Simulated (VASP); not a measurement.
Runs of VASP 6.6.1 on CsSe. The structure is that of space group Fm-3m (No. 225), or close to it. The cells are those of the table. 

| task | cell | k mesh | cutoff (eV) | gap on the mesh (eV) | pressure (GPa) | relaxed volume (Å³/atom) |
| --- | --- | --- | --- | --- | --- | --- |
| single point | a = 5.142 Å, angles 60.0°, 2 atoms | 4 × 4 × 4 | 520 | none | 0.2 | - |
| relaxation of cell and atoms | relaxed from a = 5.142 Å, angles 60.0°, 2 atoms | 14 × 14 × 14 | 600 | none | 0.0 | 49.57 |
| single point | a = 5.196 Å, angles 60.0°, 2 atoms | 14 × 14 × 14 | 520 | none | 0.0 | - |
| relaxation of cell and atoms | relaxed from a = 4.685 Å, angles 60.0°, 2 atoms | 4 × 4 × 4 | 600 | none | -0.1 | (a) |

Alike in all rows: level PBE; potentials or basis VASP PAW PBE potentials, release 64 (Cs_sv, Se); no spin polarisation; smearing gaussian 0.1 eV.

Problem. Fill in the values left out.

Solution. (a) 49.45.

Caveats: some runs use coarse meshes; spin-orbit coupling is left out, which moves the levels of the heavy elements; an odd number of electrons without spin polarisation forces a metal; a magnetic or distorted state may lie lower; the volume moved by over 15 % at a fixed basis, so the end points are rough (at least some runs).

A k mesh can miss the band edges, and the runs leave out spin-orbit coupling on Cs, Se.

A gap of «none» marks levels without a gap at the run's occupations.
